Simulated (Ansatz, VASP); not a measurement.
# One calculation of SiNi3, two programs

```
CELL_PARAMETERS angstrom
3.50627 0.00000 0.00000
0.00000 3.50627 0.00000
0.00000 0.00000 3.50627
ATOMIC_POSITIONS crystal
Si 0.00000 0.00000 0.00000
Ni 0.00000 0.50000 0.50000
Ni 0.50000 0.00000 0.50000
Ni 0.50000 0.50000 0.00000
```

Alike in both runs: task relaxation of cell and atoms; functional LDA; k mesh 12 × 12 × 12; occupations gaussian, width 0.1 eV; no spin polarisation.

|  | VASP | Ansatz |
| --- | --- | --- |
| version | VASP 6.6.1 | Ansatz 0.2.0 |
| potentials or method | VASP PAW LDA potentials, release 64 (Si, Ni), cutoff 600 eV | scalar-relativistic, plane waves, PAW |
| valence electrons in the cell | 34 | 58 |

VASP gave:

* gap on the k mesh at the Fermi level, each at its own relaxed structure (eV): none
* relaxed volume (Å³/atom): 10.08
* relaxed cell length with the largest relative difference (Å): 3.429

Question: Estimate Ansatz's values.

Answer: gap on the k mesh at the Fermi level, each at its own relaxed structure (eV): none; relaxed volume (Å³/atom): 10.07; relaxed cell length with the largest relative difference (Å): 3.428.

LDA's correlation is that of Perdew and Zunger in VASP and of Perdew and Wang (1992) in Ansatz. A gap of «none» marks a metal or a gap that the smearing closes. VASP's potentials hold 34 valence electrons a cell and Ansatz's 58, so a difference there can come from the potentials and not from the codes.
